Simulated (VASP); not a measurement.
# GaS3 (P-31m) in VASP: a series of runs, part 2 of 2

VASP 6.6.1. Earlier steps stand in the parts before.

**4. Relaxation of cell and atoms, PBE**

This run uses another cell than the first one, of 23.05 Å³/atom.

File INCAR:

```
SYSTEM = GaS3
PREC = Accurate
ENCUT = 600
EDIFF = 1E-7
ISMEAR = 0
SIGMA = 0.1
LREAL = .False.
LASPH = .True.
NELM = 100
ALGO = Normal
ISIF = 3
LWAVE = .False.
LCHARG = .False.
GGA = PE
IBRION = 2
NSW = 90
EDIFFG = -0.04
```

File KPOINTS:

```
regular mesh
0
Gamma
  3 3 4
  0 0 0
```

File POSCAR:

```
GaS3
1.0
    5.9039766300      0.0000000000      0.0000000000
   -2.9519883100      5.1129937400      0.0000000000
    0.0000000000      0.0000000000      6.1074558900
Ga S
2 6
Direct
    0.6666666700      0.3333333300      0.0000000000
    0.3333333300      0.6666666700      0.0000000000
    0.6430399900      0.6430399900      0.7780709900
    0.3569600100      0.3569600100      0.2219290100
    0.0000000000      0.3569600100      0.7780709900
    0.3569600100      0.0000000000      0.7780709900
    0.6430399900      0.0000000000      0.2219290100
    0.0000000000      0.6430399900      0.2219290100
```

On the command line:

```sh
$ cat potpaw_PBE.64/Ga_d/POTCAR potpaw_PBE.64/S/POTCAR > POTCAR
$ mpirun -np 1 vasp_std > vasp.out
```

Wall time 21 min (1 thread of Intel Xeon 6975P-C (Granite Rapids), shared host); peak memory 0.38 GiB.

It converged, with:

| Quantity | Value |
| --- | --- |
| Free energy | -28.5976 eV |
| Relaxed volume | 21.60 Å³/atom |
| Relaxed cell | a = 5.213 Å, b = 5.213 Å, c = 7.344 Å, α = 90.00°, β = 90.00°, γ = 120.00° |
| Space group after relaxing (to 0.1 Å) | P-31m (No. 162) |
| Energy gained by relaxing | 272.8 meV/atom |
| Ionic steps | 32 |
| Pressure after relaxing | 0.0 GPa |
| Largest force after relaxing | 0.040 eV/Å |
| Band gap on the k mesh | zero (bands 31 and 32 overlap by 2.16 eV) |

Forces in eV/Å, atoms in the order of the input:
```
Ga   0.000  0.000  0.000
Ga   0.000  0.000  0.000
S   -0.018 -0.031  0.018
S    0.018  0.031 -0.018
S   -0.018  0.031  0.018
S    0.035  0.000  0.018
S   -0.035  0.000 -0.018
S    0.018 -0.031 -0.018
```

Step by step:
```
step  energy change (eV)  largest force (eV/Å)  pressure (GPa)  volume (Å³)
   1              0.0000                1.3918            3.45       184.37
   2             -0.4776                0.1034           -3.54       197.82
   3             -0.4802                0.1646           -3.18       196.90
   4             -0.9774                0.1130           -3.51       189.85
   5             -1.4215                0.9266           -2.16       166.67
   6             -1.5543                0.4244           -3.71       178.31
   7             -1.5953                0.5549           -3.51       175.41
   8             -1.6504                0.6955            4.29       157.15
   9             -1.7405                0.4497            0.42       164.81
  10             -1.8194                0.4472            0.48       164.21
  11             -1.9965                0.4398            0.91       162.40
  12             -1.8784                0.6255            3.14       158.71
  13             -2.0454                0.4205            1.36       161.18
  14             -2.0940                0.2678            0.67       162.22
  15             -2.1303                0.0549           -0.39       164.21
  16             -2.1412                0.0564           -0.11       163.61
  17             -2.1524                0.0719            0.79       161.82
  18             -2.1527                0.0691            0.65       162.06
  19             -2.1580                0.0879            0.23       163.15
  20             -2.1591                0.1217           -0.11       164.02
  21             -2.1625                0.0981           -0.08       164.37
  22             -2.1678                0.0577            0.00       165.44
  23             -2.1679                0.0608            0.03       165.66
  24             -2.1696                0.0532            0.09       165.92
  25             -2.1736                0.0317            0.28       166.70
  26             -2.1767                0.0383            0.68       168.24
  27             -2.1772                0.0350            0.65       168.45
  28             -2.1787                0.0255            0.54       169.08
  29             -2.1808                0.0166            0.34       170.33
  30             -2.1824                0.0459           -0.05       172.86
  31             -2.1824                0.0434           -0.02       172.69
  32             -2.1826                0.0397           -0.02       172.80
```

Final structure:
```
CELL_PARAMETERS angstrom
5.21254 0.00000 0.00000
-2.60627 4.51419 0.00000
0.00000 0.00000 7.34371
ATOMIC_POSITIONS crystal
Ga 0.66667 0.33333 0.00000
Ga 0.33333 0.66667 0.00000
S 0.69919 0.69919 0.77659
S 0.30081 0.30081 0.22341
S 0.00000 0.30081 0.77659
S 0.30081 0.00000 0.77659
S 0.69919 0.00000 0.22341
S 0.00000 0.69919 0.22341
```

Levels at points of the mesh, in eV from the Fermi level:
| k point | band 27 | band 28 | band 29 | band 30 | band 31 | band 32 | band 33 | band 34 |
| --- | --- | --- | --- | --- | --- | --- | --- | --- |
| (0.00, 0.00, 0.00) | -1.38 | -1.38 | -1.14 | -1.14 | 2.04 | 2.04 | 2.05 | 2.05 |
| (0.00, 0.00, 0.50) | -1.23 | -1.23 | -1.03 | -1.03 | 2.04 | 2.04 | 2.05 | 2.05 |

Caveat: the k points lie up to 0.46 Å⁻¹ apart in the final cell, too coarse for converged energies and pressures of a metal; a cell axis changed by over 15 % at a fixed basis, so the end point is rough; this functional lacks dispersion, which binds the layers, so the pressure and a relaxed spacing across them are unreliable.

**5. Overview**

| task | cell | k mesh | cutoff (eV) | gap on the mesh (eV) | pressure (GPa) | relaxed volume (Å³/atom) | largest force (eV/Å) |
| --- | --- | --- | --- | --- | --- | --- | --- |
| single point | a = 5.241, b = 5.241, c = 7.609 Å, angles 90.0, 90.0, 120.0°, 8 atoms, atomic positions A | 6 × 6 × 2 | 520 | none | -0.3 | - | 0.04 |
| relaxation of cell and atoms | relaxed from a = 5.211, b = 5.211, c = 7.579 Å, angles 90.0, 90.0, 120.0°, 8 atoms, atomic positions B | 6 × 6 × 2 | 600 | none | 0.0 | 22.18 | 0.01 |
| relaxation of cell and atoms | relaxed from a = 5.904, b = 5.904, c = 6.107 Å, angles 90.0, 90.0, 120.0°, 8 atoms, atomic positions C | 3 × 3 × 4 | 600 | none | 0.0 | 21.60 | 0.04 |

Alike in all rows: level PBE; potentials or basis VASP PAW PBE potentials, release 64 (Ga_d, S); no spin polarisation; smearing gaussian 0.1 eV.

Caveats: all runs use coarse meshes; this functional lacks dispersion, which binds the layers, so the pressure and a relaxed spacing across them are unreliable; a cell axis changed by over 15 % at a fixed basis, so the end point is rough (at least some runs).

Absolute energies hang on the potentials; compare differences alone.
